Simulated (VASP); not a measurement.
Input of a VASP 6.6.1 run:

The input INCAR:

```
  PREC = Accurate
  ENCUT = 520
  EDIFF = 1E-6
  ISMEAR = 0
  SIGMA = 0.01
  LREAL = F
  LASPH = T
  NELM = 60
  ALGO = Normal
  ISIF = 2
  LWAVE = F
  LCHARG = F
  GGA = PE
  NBANDS = 17
```

The input KPOINTS:

```
Automatic mesh
0
Gamma
  4 4 4
```

POSCAR

```
PbS
1.0
    0.0000000000      2.9872326629      2.9872326629
    2.9872326629      0.0000000000      2.9872326629
    2.9872326629      2.9872326629      0.0000000000
Pb S
1 1
Direct
    0.0000000000      0.0000000000      0.0000000000
    0.5000000000      0.5000000000      0.5000000000
```

Potentials or basis: VASP PAW PBE potentials, release 64 (Pb_d, S).

The run is started by

```sh
$ cat potpaw_PBE.64/Pb_d/POTCAR potpaw_PBE.64/S/POTCAR > POTCAR
$ mpirun -np 1 vasp_std > vasp.out
```

Task: What does it give for the pressure?

Result: 0.9 GPa.

Task: Predict the band gap on the k mesh.

Result: 0.44 eV, direct.

Caveat: the k points lie up to 0.46 Å⁻¹ apart; spin-orbit coupling is left out, which moves the levels of the heavy elements. A k mesh can miss the band edges.
